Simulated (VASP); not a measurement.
Input of a VASP 6.6.1 run:

File INCAR:

```
SYSTEM = TiO2
PREC = Accurate
ENCUT = 520
EDIFF = 1E-7
ISMEAR = 0
SIGMA = 0.1
LREAL = .False.
LASPH = .True.
NELM = 150
ALGO = Normal
ISIF = 2
LWAVE = .False.
LCHARG = .False.
ISPIN = 2
MAGMOM = 1 0 0
LORBIT = 11
LMAXMIX = 4
GGA = PE
NBANDS = 23
```

KPOINTS

```
Automatic mesh
0
Gamma
  6 6 4
  0 0 0
```

Contents of POSCAR:

```
TiO2
1.0
    3.0118238200      0.0000000000      0.0000000000
   -1.5059119100      2.6083159400      0.0000000000
    0.0000000000      0.0000000000      4.5972563200
Ti O
1 2
Direct
    0.0000000000      0.0000000000      0.0000000000
    0.3333333300      0.6666666700      0.3393805400
    0.3333333300      0.6666666700      0.6606194600
```

Potentials or basis: VASP PAW PBE potentials, release 64 (Ti_sv, O).

The run is started by

```console
$ cat potpaw_PBE.64/Ti_sv/POTCAR potpaw_PBE.64/O/POTCAR > POTCAR
$ mpirun -np 1 vasp_std > vasp.out
```

(1) Estimate the largest force.

(2) What does it give for the pressure?

Results:

(1) 3.894 eV/Å.

(2) -23.5 GPa.

Caveat: the k points lie up to 0.40 Å⁻¹ apart; forces of over 1 eV/Å act on the atoms, so gaps and moduli don't describe the material at rest.
